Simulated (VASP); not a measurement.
A run of VASP 6.6.1 is set up as follows.

INCAR

```
ALGO     = Normal         # electronic algorithm
EDIFF    = 1E-6           # SCF threshold, eV
ENCUT    = 520            # plane-wave cutoff, eV
GGA      = PE             # functional
GGA_COMPAT= False        
ISIF     = 2              # what is computed and relaxed
ISMEAR   = -1             # smearing method
LASPH    = True           # aspherical terms in the spheres
LCHARG   = True           # write CHGCAR
LMAXMIX  = 4              # l up to which the mixer works
LNONCOLLINEAR= True           # non-collinear magnetism
LORBIT   = 11             # projections on sites
LORBMOM  = True         
LREAL    = False          # projectors in reciprocal space
LSORBIT  = True           # spin-orbit coupling
LVHAR    = True         
LWAVE    = False          # write WAVECAR
MAGMOM   = 0 0 0 0 0 0    # initial moments
NBANDS   = 30             # bands
NELM     = 150            # most SCF steps
PREC     = Accurate       # precision mode
SIGMA    = 0.05           # smearing width, eV
```

File KPOINTS:

```
k-points
0
Gamma
  11 11 11
```

Contents of POSCAR:

```
NbAs
1.0
    0.0000000000      2.6376010551      2.6376010551
    2.6376010551      0.0000000000      2.6376010551
    2.6376010551      2.6376010551      0.0000000000
Nb As
1 1
Direct
    0.0000000000      0.0000000000      0.0000000000
    0.5000000000      0.5000000000      0.5000000000
```

Potentials or basis: VASP PAW PBE potentials, release 64 (Nb_sv, As).

Launch:

```console
$ cat potpaw_PBE.64/Nb_sv/POTCAR potpaw_PBE.64/As/POTCAR > POTCAR
$ mpirun -np 1 vasp_ncl > vasp.out
```

Predict the pressure.

0.1 GPa.

Estimate the net moment.

0.00 μB per cell.

Moments on the atoms (μB; x, y, z):
```
Nb  0.00 0.00 0.00
As  0.00 0.00 0.00
```
